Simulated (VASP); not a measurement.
Set up this calculation in VASP 6.6.1, as the native input.

```yaml
Task: single point
Functional: r2SCAN
Potentials_or_basis: VASP PAW PBE potentials, release 64 (Cd)
Cutoff: 550 eV
k_mesh: 8 × 8 × 8
Occupations: gaussian, width 0.1 eV
Spin: no spin polarisation
Dipole_correction: no
Further_INCAR_settings: ALGO = Normal; EDIFF = 1e-06; NBANDS = 12
```

The system is Cd.

```
Cd
1.0
    -1.78432    1.78432    1.78432
     1.78432   -1.78432    1.78432
     1.78432    1.78432   -1.78432
Cd
1
Direct
  0.00000 0.00000 0.00000
```

This isn't the form of Cd at room conditions, which is hcp.

One way to write it, as run:

POSCAR

```
Cd
1.0
   -1.7843220000      1.7843220000      1.7843220000
    1.7843220000     -1.7843220000      1.7843220000
    1.7843220000      1.7843220000     -1.7843220000
Cd
1
Direct
    0.0000000000      0.0000000000      0.0000000000
```

INCAR.step1

```
  PREC = Accurate
  ENCUT = 550
  ISMEAR = 0
  SIGMA = 0.1
  LREAL = F
  LASPH = T
  NELM = 120
  NBANDS = 12
  GGA = PE
  ALGO = Normal
  EDIFF = 1E-5
  LWAVE = T
  LCHARG = F
  GGA_COMPAT = F
```

INCAR.step2

```
  PREC = Accurate
  ENCUT = 550
  EDIFF = 1E-6
  ISMEAR = 0
  SIGMA = 0.1
  LREAL = F
  LASPH = T
  NELM = 120
  ALGO = Normal
  ISIF = 2
  LWAVE = F
  LCHARG = F
  METAGGA = R2SCAN
  LMIXTAU = T
  NBANDS = 12
  ISTART = 1
  GGA_COMPAT = F
```

KPOINTS

```
regular mesh
0
Gamma
  8 8 8
```

Potentials or basis: VASP PAW PBE potentials, release 64 (Cd).

Run with:

```bash
$ cat potpaw_PBE.64/Cd/POTCAR > POTCAR
$ cp INCAR.step1 INCAR
$ mpirun -np 1 vasp_std > vasp.out
$ cp INCAR.step2 INCAR
$ mpirun -np 1 vasp_std > vasp.out
```

Results of the run:

| Item | Value |
| --- | --- |
| Pressure | -1.6 GPa |
| Band gap on the k mesh | zero (bands 6 and 7 overlap by 4.56 eV) |

Caveat: the PAW data sets were made with another functional, which shifts forces and pressure a little.

It took 33 s on 1 thread of Intel Xeon 8259CL, with other jobs on the host, peak memory 0.14 GiB.
